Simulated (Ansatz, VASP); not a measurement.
**CuMoH6 in VASP and in Ansatz**

```xyz
8
Lattice="0.0000 3.0976 3.0976 3.0976 0.0000 3.0976 3.0976 3.0976 0.0000" Properties=species:S:1:pos:R:3 pbc="T T T"
Cu    1.5488    1.5488    1.5488
H     1.3073    3.0976    3.0976
H     4.8878    3.0976    3.0976
H     3.0976    1.3073    3.0976
H     3.0976    4.8878    3.0976
H     3.0976    3.0976    1.3073
H     3.0976    3.0976    4.8878
Mo    3.0976    3.0976    3.0976
```

Alike in both runs: functional PBE; k mesh 4 × 4 × 4; occupations gaussian, width 0.1 eV; no spin polarisation.

Ansatz relaxed the structure, and its values are those at the end. VASP's run is a single point on that final structure, the one shown.

```csv
,VASP,Ansatz
version,VASP 6.6.1,Ansatz 0.2.0
potentials or method,"VASP PAW PBE potentials, release 64 (Cu, H, Mo_sv), cutoff 520 eV","scalar-relativistic, plane waves, PAW"
valence electrons in the cell,31,39
```

Ansatz gave:

```
gap on the k mesh at the Fermi level (eV) : none
pressure (GPa)                            : -0.2
rms of the force components (eV/Å)        : 0.017
```

**Question.** Which values does VASP return?

**Answer.** gap on the k mesh at the Fermi level (eV): none; pressure (GPa): -0.1; rms of the force components (eV/Å): 0.012.

A gap of «none» marks a metal or a gap that the smearing closes. VASP's potentials hold 31 valence electrons a cell and Ansatz's 39, so a difference there can come from the potentials and not from the codes.

The k mesh is coarse, so the values compare programs but aren't converged.
